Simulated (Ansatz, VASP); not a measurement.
NaI in VASP and in Ansatz

Contents of INCAR:

```
SYSTEM = NaI
  ALGO = Normal
  EDIFF = 1E-7
  ENCUT = 520
  GGA = PE
  ISIF = 2
  ISMEAR = 0
  LASPH = .True.
  LCHARG = .True.
  LELF = .True.
  LREAL = .False.
  LVHAR = .True.
  LWAVE = .False.
  NBANDS = 14
  NELM = 60
  PREC = Accurate
  SIGMA = 0.01
```

Contents of KPOINTS:

```
k-points
0
Gamma
  6 6 6
  0 0 0
```

Contents of POSCAR:

```
NaI
1.0
    0.0000000000      3.2297205894      3.2297205894
    3.2297205894      0.0000000000      3.2297205894
    3.2297205894      3.2297205894      0.0000000000
Na I
1 1
Direct
    0.0000000000      0.0000000000      0.0000000000
    0.5000000000      0.5000000000      0.5000000000
```

Input for Ansatz:

```yaml
crystal:
  lattice:
    - [0.0, 3.2297205894, 3.2297205894]
    - [3.2297205894, 0.0, 3.2297205894]
    - [3.2297205894, 3.2297205894, 0.0]
  atoms:
    - { symbol: Na, position: [0.0, 0.0, 0.0] }
    - { symbol: I, position: [0.5, 0.5, 0.5] }
kpoints:
  mp_grid: { grid: [6, 6, 6] }
hamiltonian:
  xc: pbe
scf:
  occupations: { method: fixed }
  n_extra_bands: 24
output:
  forces: true
  stress: true
  eigenvalues: true
```

Alike in both runs: task single point; functional PBE; k mesh 6 × 6 × 6; no spin polarisation.

|  | VASP | Ansatz |
| --- | --- | --- |
| version | VASP 6.6.1 | Ansatz 0.2.0 |
| potentials or method | VASP PAW PBE potentials, release 64 (Na_pv, I) | plane waves |
| plane-wave cutoff (eV) | 520 | 420 |
| occupations | gaussian, width 0.01 eV | fixed |
| valence electrons in the cell | 14 | 26 |

```csv
,VASP,Ansatz,Ansatz less VASP
gap on the k mesh at the Fermi level (eV),3.66,3.66,+0.004
pressure (GPa),0.5,0.5,-0.01
```

VASP's potentials hold 14 valence electrons a cell and Ansatz's 26, so a difference there can come from the potentials and not from the codes.

Spin-orbit coupling is off throughout.
